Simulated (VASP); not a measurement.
# PbS (Cmcm) in VASP: single point with PBEsol

Aim: the single point of PbS with PBEsol.

All numbers are computed with VASP 6.6.1; they aren't measurements. Logs are shortened: lines on timing, memory, paths and dates and some standing lists are left out, and cuts for length are marked.

## (1) The cell of the first run

Symmetry: Cmcm, No. 63, orthorhombic system. Conventional cell: a = 4.127 Å, b = 11.739 Å, c = 4.260 Å, α = 90.00°, β = 90.00°, γ = 90.00°. Within 3.5 Å of Pb (site symmetry m2m) lie 5 S at 2.68 to 2.97 Å. Within 3.5 Å of S (site symmetry m2m) lie 5 Pb at 2.68 to 2.97 Å.

## (2) Single point, PBEsol

INCAR reads:

```
PREC = Accurate
ENCUT = 520
EDIFF = 1E-6
ISMEAR = 0
SIGMA = 0.01
LREAL = F
LASPH = T
NELM = 80
ALGO = Normal
ISIF = 2
LWAVE = F
LCHARG = F
GGA = PS
NBANDS = 28
```

KPOINTS reads:

```
regular mesh
0
Gamma
  4 4 4
```

POSCAR reads:

```
PbS
1.0
    2.0637484146     -5.8692756833      0.0000000000
    2.0637484146      5.8692756833      0.0000000000
    0.0000000000      0.0000000000      4.2604423703
Pb S
2 2
Direct
    0.8722772600      0.1277227400      0.7500000000
    0.1277227400      0.8722772600      0.2500000000
    0.6436799886      0.3563200114      0.7500000000
    0.3563200114      0.6436799886      0.2500000000
```

Potentials or basis: VASP PAW PBE potentials, release 64 (Pb_d, S).

Command:

```sh
> cat potpaw_PBE.64/Pb_d/POTCAR potpaw_PBE.64/S/POTCAR > POTCAR
> mpirun -np 1 vasp_std > vasp.out
```

OUTCAR:

```text
PREC = Accurate
   ENCUT = 520
   EDIFF = 1E-6
   ISMEAR = 0
   LREAL = F
   LASPH = T
   NELM = 80
   ISIF = 2
   GGA = PS

 ion  position               nearest neighbor table
   1  0.872  0.128  0.750-   3 2.68   4 2.97   4 2.97   4 2.97   4 2.97   2 3.68   2 3.68   2 4.13
                             2 4.13   2 4.13   2 4.13
   2  0.128  0.872  0.250-   4 2.68   3 2.97   3 2.97   3 2.97   3 2.97   1 3.68   1 3.68   1 4.13
                             1 4.13   1 4.13   1 4.13
   3  0.644  0.356  0.750-   1 2.68   2 2.97   2 2.97   2 2.97   2 2.97
   4  0.356  0.644  0.250-   2 2.68   1 2.97   1 2.97   1 2.97   1 2.97

  LATTYP: Found a base centered orthorhombic cell.
 ALAT       =     4.1274968292
 B/A-ratio  =     2.8439879792
 C/A-ratio  =     1.0322097258

  Lattice vectors:

 A1 = (   2.0637484146,  -5.8692756833,   0.0000000000)
 A2 = (   2.0637484146,   5.8692756833,   0.0000000000)
 A3 = (   0.0000000000,   0.0000000000,   4.2604423703)

Analysis of symmetry for initial positions (statically):
=====================================================================
 Subroutine PRICEL returns:
 Original cell was already a primitive cell.

 Routine SETGRP: Setting up the symmetry group for a
 base centered orthorhombic supercell.

 Subroutine GETGRP returns: Found  8 space group operations
 (whereof  4 operations were pure point group operations)
 out of a pool of  8 trial point group operations.

The static configuration has the point symmetry C_2h.
 The point group associated with its full space group is D_2h.

Analysis of symmetry for dynamics (positions and initial velocities):
=====================================================================
 Subroutine PRICEL returns:
 Original cell was already a primitive cell.

 Routine SETGRP: Setting up the symmetry group for a
 base centered orthorhombic supercell.

 Subroutine GETGRP returns: Found  8 space group operations
 (whereof  4 operations were pure point group operations)
 out of a pool of  8 trial point group operations.

The dynamic configuration has the point symmetry C_2h.
 The point group associated with its full space group is D_2h.

 Subroutine INISYM returns: Found  8 space group operations
 (whereof  4 operations are pure point group operations),
 and found     1 'primitive' translations

----------------------------------------------------------------------------------------

                                     Primitive cell

  volume of cell :     103.2110

  direct lattice vectors                    reciprocal lattice vectors
     2.063748415 -5.869275683  0.000000000     0.242277594 -0.085189387  0.000000000
     2.063748415  5.869275683  0.000000000     0.242277594  0.085189387  0.000000000
     0.000000000  0.000000000  4.260442370     0.000000000  0.000000000  0.234717410

  length of vectors
     6.221531529  6.221531529  4.260442370     0.256818349  0.256818349  0.234717410

  position of ions in fractional coordinates (direct lattice)
     0.872277260  0.127722740  0.750000000
     0.127722740  0.872277260  0.250000000
     0.643679989  0.356320011  0.750000000
     0.356320011  0.643679989  0.250000000

  ion indices of the primitive-cell ions
   primitive index   ion index
                 1           1
                 2           2
                 3           3
                 4           4

----------------------------------------------------------------------------------------

 KPOINTS: regular mesh

Automatic generation of k-mesh.
 Grid dimensions read from file:
 generate k-points for:    4    4    4

 Generating k-lattice:

  Cartesian coordinates                     Fractional coordinates (reciprocal lattice)
     0.060569398 -0.021297347  0.000000000     0.250000000  0.000000000  0.000000000
     0.060569398  0.021297347  0.000000000     0.000000000  0.250000000  0.000000000
     0.000000000  0.000000000  0.058679353     0.000000000  0.000000000  0.250000000

  Length of vectors
     0.064204587  0.064204587  0.058679353

  Shift w.r.t. Gamma in fractional coordinates (k-lattice)
     0.000000000  0.000000000  0.000000000

 Subroutine IBZKPT returns following result:
 ===========================================

 Found     21 irreducible k-points:

 Following reciprocal coordinates:
            Coordinates               Weight
  0.000000  0.000000  0.000000      1.000000
  0.250000  0.000000  0.000000      4.000000
  0.500000  0.000000  0.000000      2.000000
  0.250000  0.250000  0.000000      2.000000
  0.500000  0.250000  0.000000      4.000000
 -0.250000  0.250000  0.000000      2.000000
[... 13 lines left out ...]
 -0.250000  0.250000  0.500000      2.000000
  0.500000  0.500000  0.500000      1.000000
   k-points           NKPTS =     21   k-points in BZ     NKDIM =     21   number of bands    NBANDS=     28
   number of dos      NEDOS =    301   number of ions     NIONS =      4
   total plane-waves  NPLWV =  73728
   dimension x,y,z NGX =    48 NGY =   48 NGZ =   32
   dimension x,y,z NGXF=    96 NGYF=   96 NGZF=   64
   ions per type =               2   2
   NGX,Y,Z   is equivalent  to a cutoff of  12.83, 12.83, 12.49 a.u.
   NGXF,Y,Z  is equivalent  to a cutoff of  25.65, 25.65, 24.97 a.u.
 SYSTEM =  unknown system
   PREC   = accura    normal or accurate (medium, high low for compatibility)
   ISTART =      0    job   : 0-new  1-cont  2-samecut
   ICHARG =      2    charge: 1-file 2-atom 10-const
   ISPIN  =      1    spin polarized calculation?
   LNONCOLLINEAR =      F non collinear calculations
   LSORBIT =      F    spin-orbit coupling
   LASPH  =      T    aspherical Exc in radial PAW
   ENCUT  =  520.0 eV  38.22 Ry    6.18 a.u.  11.57 11.57  7.92*2*pi/ulx,y,z
   NELM   =     80;   NELMIN=  2; NELMDL= -5     # of ELM steps
   EDIFF  = 0.1E-05   stopping-criterion for ELM
   LREAL  =      F    real-space projection
   EDIFFG = 0.1E-04   stopping-criterion for IOM
   NSW    =      0    number of steps for IOM
   IBRION =     -1    ionic relax: 0-MD 1-quasi-New 2-CG
   NFREE  =      0    steps in history (QN), initial steepest desc. (CG)
   ISIF   =      2    stress and relaxation
   ISYM   =      2    0-nonsym 1-usesym 2-fastsym
   POTIM  = 0.5000    time-step for ionic-motion
   TEBEG  =    0.0;   TEEND  =   0.0 temperature during run
   PSTRESS=    0.0 pullay stress
   NELECT =      40.0000    total number of electrons
   NUPDOWN=      -1.0000    fix difference up-down
   EMIN   =  10.00;   EMAX   =-10.00  energy-range for DOS
   EFERMI =   0.00;   METHOD = LEGACY
   ISMEAR =     0;   SIGMA  =   0.01  broadening in eV -4-tet -1-fermi 0-gaus
   EFERMI_NEDOS =   21; number of points for ismear=-14 and -15
   IALGO  =     38    algorithm
   IMIX   =      4    mixing-type and parameters
     AMIX     =   0.40;   BMIX     =  1.00
     AMIX_MAG =   1.60;   BMIX_MAG =  1.00
  volume/ion in A,a.u.               =      25.80       174.13
  Fermi-wavevector in a.u.,A,eV,Ry     =   1.193584  2.255546 19.383429  1.424642
  Thomas-Fermi vector in A             =   2.329594
   LORBIT       =      0    0 simple, 1 ext, 2 COOP (PROOUT), +10 PAW based schemes
   GGA     = PS    functional components
   LHFCALC =     F    Hartree Fock is set to
   AEXX    =    0.0000 exact exchange contribution
   IVDW    =     0    specifies the selected vdW correction
   LEPSILON=     F    determine dielectric tensor
   LRPA    =     F    only Hartree local field effects (RPA)
 non-spin polarized calculation
 Gauss-broadening in eV      SIGMA  =   0.01
  energy-cutoff  :      520.00
  volume of cell :      103.21
 maximum number of plane-waves:      2810
 NGX is ok and might be reduce to    48
   NGX = 23   NGY = 23   NGZ = 15

 number of electron      40.0000008 magnetization

 Free energy of the ion-electron system (eV)
  ---------------------------------------------------
  ext. energy  EPLUGINS =         0.00000000
  ---------------------------------------------------
  free energy    TOTEN  =       -18.78888775 eV

  energy without entropy =      -18.78888775  energy(sigma->0) =      -18.78888775

 E-fermi :   5.1444     XC(G=0):  -9.9544

 val. band max:        5.0481870404   @ k =   0.0000   0.0000   0.5000
 cond. band min:       6.2285599823   @ k =   0.5000   0.5000   0.0000
 fundamental gap:      1.1803729419
 Fermi energy:         5.1444156907

 k-point     1 :       0.0000    0.0000    0.0000
  band No.  band energies     occupation
      1     -11.2050      2.00000
      2     -11.0959      2.00000
      3     -11.0920      2.00000
      4     -11.0767      2.00000
      5     -11.0360      2.00000
      6     -11.0343      2.00000
[... 20 lines left out ...]
     27      11.2400      0.00000
     28      12.1094      0.00000

 k-point     2 :       0.2500    0.0000    0.0000
  band No.  band energies     occupation
      1     -11.1679      2.00000
      2     -11.0868      2.00000
      3     -11.0816      2.00000
      4     -11.0554      2.00000
      5     -11.0495      2.00000
      6     -11.0415      2.00000
[... 20 lines left out ...]
     27      12.1126      0.00000
     28      12.8795      0.00000

 k-point     3 :       0.5000    0.0000    0.0000
  band No.  band energies     occupation
      1     -11.1131      2.00000
      2     -11.0961      2.00000
      3     -11.0847      2.00000
      4     -11.0776      2.00000
      5     -11.0523      2.00000
      6     -11.0405      2.00000
[... 20 lines left out ...]
     27      13.0723      0.00000
     28      14.1427      0.00000

 k-point     4 :       0.2500    0.2500    0.0000
  band No.  band energies     occupation
      1     -11.1135      2.00000
      2     -11.0960      2.00000
      3     -11.0923      2.00000
      4     -11.0620      2.00000
      5     -11.0494      2.00000
      6     -11.0492      2.00000
[... 20 lines left out ...]
     27      13.3416      0.00000
     28      13.4411      0.00000

 k-point     5 :       0.5000    0.2500    0.0000
  band No.  band energies     occupation
      1     -11.1560      2.00000
      2     -11.0858      2.00000
      3     -11.0736      2.00000
      4     -11.0578      2.00000
      5     -11.0547      2.00000
      6     -11.0469      2.00000
[... 20 lines left out ...]
     27      11.7914      0.00000
     28      13.2277      0.00000

 k-point     6 :      -0.2500    0.2500    0.0000
  band No.  band energies     occupation
      1     -11.1975      2.00000
      2     -11.0993      2.00000
      3     -11.0751      2.00000
      4     -11.0623      2.00000
      5     -11.0462      2.00000
      6     -11.0435      2.00000
[... 370 lines left out ...]
      5     -11.0370      2.00000
      6     -11.0370      2.00000
[... 20 lines left out ...]
     27      11.9500      0.00000
     28      11.9500      0.00000

 k-point    19 :       0.5000    0.2500    0.5000
  band No.  band energies     occupation
      1     -11.1529      2.00000
      2     -11.1529      2.00000
      3     -11.0790      2.00000
      4     -11.0790      2.00000
      5     -11.0231      2.00000
      6     -11.0231      2.00000
[... 20 lines left out ...]
     27      12.0270      0.00000
     28      12.0270      0.00000

 k-point    20 :      -0.2500    0.2500    0.5000
  band No.  band energies     occupation
      1     -11.1253      2.00000
      2     -11.1253      2.00000
      3     -11.0680      2.00000
      4     -11.0680      2.00000
      5     -11.0394      2.00000
      6     -11.0394      2.00000
[... 20 lines left out ...]
     27      14.5329      0.00000
     28      14.5339      0.00000

 k-point    21 :       0.5000    0.5000    0.5000
  band No.  band energies     occupation
      1     -11.1311      2.00000
      2     -11.1311      2.00000
      3     -11.0586      2.00000
      4     -11.0586      2.00000
      5     -11.0392      2.00000
      6     -11.0392      2.00000
[... 20 lines left out ...]
     27      13.6615      0.00000
     28      13.6615      0.00000

------------------------ aborting loop because EDIFF is reached ----------------------------------------

  FORCE on cell =-STRESS in cart. coord.  units (eV):
  Direction    XX          YY          ZZ          XY          YZ          ZX
  --------------------------------------------------------------------------------------
  -------------------------------------------------------------------------------------
  Total       -0.7780643     -0.5477277     -0.8774469      0.0000000     -0.0000000      0.0000000
  in kB      -12.0781411     -8.5025534    -13.6208890      0.0000000     -0.0000000      0.0000000
  external PRESSURE =     -11.4005278 kB  Pullay stress =       0.0000000 kB

 VOLUME and BASIS-vectors are now :
 -----------------------------------------------------------------------------
  energy-cutoff  :      520.00
  volume of cell :      103.21
      direct lattice vectors                 reciprocal lattice vectors
     2.063748415 -5.869275683  0.000000000     0.242277594 -0.085189387  0.000000000
     2.063748415  5.869275683  0.000000000     0.242277594  0.085189387  0.000000000
     0.000000000  0.000000000  4.260442370     0.000000000  0.000000000  0.234717410

 POSITION                                       TOTAL-FORCE (eV/Angst)
 -----------------------------------------------------------------------------------
      2.06375     -4.37000      3.19533         0.000000      0.029654      0.000000
      2.06375      4.37000      1.06511         0.000000     -0.029654     -0.000000
      2.06375     -1.68659      3.19533         0.000000      0.014703     -0.000000
      2.06375      1.68659      1.06511         0.000000     -0.014703     -0.000000
 -----------------------------------------------------------------------------------
    total drift:                               -0.000000     -0.000000      0.000000

  FREE ENERGIE OF THE ION-ELECTRON SYSTEM (eV)
  ---------------------------------------------------
  free  energy   TOTEN  =       -18.7888877461 eV

  energy  without entropy=      -18.7888877461  energy(sigma->0) =      -18.78888775
```

It took 2.3 min on 1 thread of AMD EPYC 7R13, shared host; peak memory 0.24 GiB.

What came out:

| Quantity | Value |
| --- | --- |
| Free energy | -18.7889 eV |
| Pressure | -1.1 GPa |
| Largest force | 0.030 eV/Å |
| Band gap on the k mesh | 1.18 eV, indirect (least direct gap 1.58 eV) |

Forces in eV/Å, atoms in the order of the input:
```
Pb   0.000  0.030  0.000
Pb   0.000 -0.030  0.000
S    0.000  0.015  0.000
S    0.000 -0.015  0.000
```

Stress tensor (GPa, compression positive):
```
-1.21  0.00  0.00
 0.00 -0.85  0.00
 0.00  0.00 -1.36
```

Caveat: the PAW data sets were made with another functional, which shifts forces and pressure a little; spin-orbit coupling is left out, which moves the levels of the heavy elements. A k mesh can miss the band edges.
